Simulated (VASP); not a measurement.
## MgI2: single point with PBEsol

The system is MgI2.

```
CELL_PARAMETERS angstrom
4.13073 0.00000 0.00000
-2.06536 3.57731 0.00000
0.00000 0.00000 6.81361
ATOMIC_POSITIONS crystal
Mg 0.00000 0.00000 0.00000
I 0.33333 0.66667 0.75598
I 0.66667 0.33333 0.24402
```

This cell differs from its parent crystal: strain along c alone, the other axes held: -3.0 %, then relaxed in part.

| Property | Result |
| --- | --- |
| Program | VASP 6.6.1 |
| Task | single point |
| Functional | PBEsol |
| Potentials or basis | VASP PAW PBE potentials, release 64 (Mg, I) |
| Cutoff | 520 eV |
| k mesh | 6 × 6 × 4 |
| Occupations | gaussian, width 0.02 eV |
| Spin | no spin polarisation |
| Dipole correction | no |
| Further INCAR settings | ALGO = Normal; EDIFF = 1e-06; NBANDS = 15 |

The pressure is 0.2 GPa and the largest force is 0.006 eV/Å. The band gap on the k mesh is 3.44 eV (least direct gap 3.61 eV).

Forces on the atoms (eV/Å):
```
Mg   0.000  0.000  0.000
I    0.000  0.000  0.006
I    0.000  0.000 -0.006
```

Stress tensor (GPa, compression positive):
```
0.09 0.00 0.00
0.00 0.09 0.00
0.00 0.00 0.36
```

Levels at points of the mesh, in eV from the valence-band top:
| k point | band 5 | band 6 | band 7 | band 8 | band 9 | band 10 | band 11 | band 12 |
| --- | --- | --- | --- | --- | --- | --- | --- | --- |
| (0.00, 0.00, 0.00) | -0.49 | -0.09 | -0.09 | 0.00 | 3.61 | 4.63 | 6.64 | 6.64 |
| (0.50, 0.00, 0.00) | -1.98 | -1.45 | -0.99 | -0.49 | 3.56 | 5.19 | 5.35 | 6.86 |
| (0.00, 0.00, 0.50) | -0.38 | -0.38 | -0.20 | -0.20 | 4.62 | 4.73 | 6.45 | 6.45 |
| (0.50, 0.00, 0.50) | -1.27 | -1.18 | -0.86 | -0.76 | 3.47 | 5.04 | 5.52 | 5.93 |

Wall time 16 s on 1 thread of AMD EPYC 9R45 96-Core Processor (Zen 5) (shared host), peak memory 0.2 GiB.

Caveat: the cell differs from its parent crystal (strain along c alone, the other axes held: -3.0 %, then relaxed in part); the PAW data sets were made with another functional, which shifts forces and pressure a little; spin-orbit coupling is left out, which moves the levels of the heavy elements; this functional lacks dispersion, which binds layers or chains, so the pressure and a relaxed spacing across them are unreliable. A k mesh can miss the band edges.
